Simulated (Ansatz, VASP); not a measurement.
CaO in VASP and in Ansatz

The input POSCAR:

```
CaO
1.0
    0.0000000000      2.4133010747      2.4133010747
    2.4133010747      0.0000000000      2.4133010747
    2.4133010747      2.4133010747      0.0000000000
Ca O
1 1
Direct
    0.5000000000      0.5000000000      0.5000000000
    0.0000000000      0.0000000000      0.0000000000
```

INCAR.step1

```
SYSTEM = CaO
  PREC = Accurate
  ENCUT = 520
  ISMEAR = 0
  SIGMA = 0.05
  LREAL = .False.
  LASPH = .True.
  NELM = 60
  NBANDS = 15
  GGA = PE
  ALGO = Normal
  EDIFF = 1E-4
  LWAVE = .True.
  LCHARG = .False.
```

The input INCAR.step2:

```
SYSTEM = CaO
  PREC = Accurate
  ENCUT = 520
  EDIFF = 1E-7
  ISMEAR = 0
  SIGMA = 0.05
  LREAL = .False.
  LASPH = .True.
  NELM = 60
  ALGO = Normal
  ISIF = 2
  LWAVE = .False.
  LCHARG = .False.
  METAGGA = R2SCAN
  LMIXTAU = .True.
  NBANDS = 15
  ISTART = 1
```

Contents of KPOINTS:

```
Automatic mesh
0
Gamma
  8 8 8
  0 0 0
```

Input for Ansatz:

```yaml
crystal:
  lattice:
    - [0.0, 2.4133010747, 2.4133010747]
    - [2.4133010747, 0.0, 2.4133010747]
    - [2.4133010747, 2.4133010747, 0.0]
  atoms:
    - { symbol: Ca, position: [0.5, 0.5, 0.5] }
    - { symbol: O, position: [0.0, 0.0, 0.0] }
basis:
  ecutwfc: 500
  ecutrho_ratio: 4
kpoints:
  mp_grid: { grid: [8, 8, 8] }
hamiltonian:
  xc: r2scan
scf:
  occupations: { method: gaussian, width: 0.05 }
output:
  forces: true
  stress: true
  eigenvalues: true
```

Alike in both runs: task single point; functional r2SCAN; k mesh 8 × 8 × 8; occupations gaussian, width 0.05 eV; no spin polarisation.

|  | VASP | Ansatz |
| --- | --- | --- |
| version | VASP 6.6.1 | Ansatz 0.2.0 |
| potentials or method | VASP PAW PBE potentials, release 64 (Ca_sv, O), cutoff 520 eV | scalar-relativistic, plane waves, PAW |
| valence electrons in the cell | 16 | 16 |

VASP gave:

```
gap on the k mesh at the Fermi level (eV) : 4.19
least direct gap on the mesh (eV)         : 4.57
pressure (GPa)                            : -1.2
```

Q: Estimate Ansatz's values.

A: gap on the k mesh at the Fermi level (eV): 4.20; least direct gap on the mesh (eV): 4.58; pressure (GPa): -2.2.

VASP's potentials were made for PBE, not for r2SCAN. With one functional, cell and mesh, what is left measures potentials, basis and numerics.
